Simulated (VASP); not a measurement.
Li4SiC2:

```
Li Si C
1.0
    -2.86076    2.86076    2.49709
     2.86076   -2.86076    2.49709
     2.86076    2.86076   -2.49709
Li Si C
4 1 2
Direct
  0.27381 0.50000 0.77381
  0.50000 0.27381 0.77381
  0.50000 0.72619 0.22619
  0.72619 0.50000 0.22619
  0.00000 0.00000 0.00000
  0.75000 0.25000 0.50000
  0.25000 0.75000 0.50000
```

```yaml
Program: VASP 6.6.1
Task: relaxation of cell and atoms
Functional: PBE
Potentials_or_basis: VASP PAW PBE potentials, release 64 (Li_sv, Si, C)
Cutoff: 600 eV
k_mesh: 4 × 4 × 4
Occupations: gaussian, width 0.1 eV
Spin: no spin polarisation
```

At the start: pressure 1.1 GPa; volume 11.68 Å³/atom.

Problem. Where does the relaxation end?

Solution. Over 24 steps the energy falls by 1193.9 meV/atom and the volume is 12.55 Å³/atom (+7.5 %); space group I4/mmm (No. 139, to 0.05 Å).

The path:
```tsv
step	energy change (eV)	largest force (eV/Å)	pressure (GPa)	volume (Å³)
1	0.0000	2.3715	1.11	81.74
2	-1.3961	0.0387	4.38	82.39
3	-1.5263	0.7785	6.62	82.46
4	-2.0446	0.4739	2.63	88.97
5	-2.7572	0.3734	-5.86	108.88
6	-3.1963	0.6033	-5.99	109.94
7	-5.7706	0.5607	-11.80	109.62
8	12.1738	1.0899	67.08	89.95
9	-6.0842	0.6448	-11.23	109.15
10	-6.6901	0.5460	-12.67	107.52
11	-6.6485	0.7255	1.75	100.88
12	-7.2244	0.3161	-13.89	106.39
13	-7.6895	0.5289	-8.31	103.95
14	-7.6455	0.4781	-10.87	104.92
15	-6.5180	0.8330	11.47	90.98
16	-7.8460	0.5439	-6.54	101.00
17	-7.8483	0.5516	-6.07	100.63
18	-8.2207	0.4854	-2.97	93.47
19	-8.3291	0.3802	0.20	88.21
20	-8.3303	0.3610	0.71	87.50
21	-8.3510	0.1530	0.13	87.78
22	-8.3552	0.0028	-0.25	87.99
23	-8.3560	0.0157	0.56	87.75
24	-8.3574	0.0071	0.19	87.86
```

Final structure:
```
CELL_PARAMETERS angstrom
-4.06610 4.06610 1.32853
4.06610 -4.06610 1.32853
4.06610 4.06610 -1.32853
ATOMIC_POSITIONS crystal
Li 0.24972 0.50000 0.74972
Li 0.50000 0.24972 0.74972
Li 0.50000 0.75028 0.25028
Li 0.75028 0.50000 0.25028
Si 0.00000 0.00000 0.00000
C 0.75000 0.25000 0.50000
C 0.25000 0.75000 0.50000
```

Caveat: the k points lie up to 0.62 Å⁻¹ apart in the final cell; the cutoff is under 1.25 times the usual one of these potentials, so pressure, stress and relaxed cells hold a basis-set (Pulay) error.
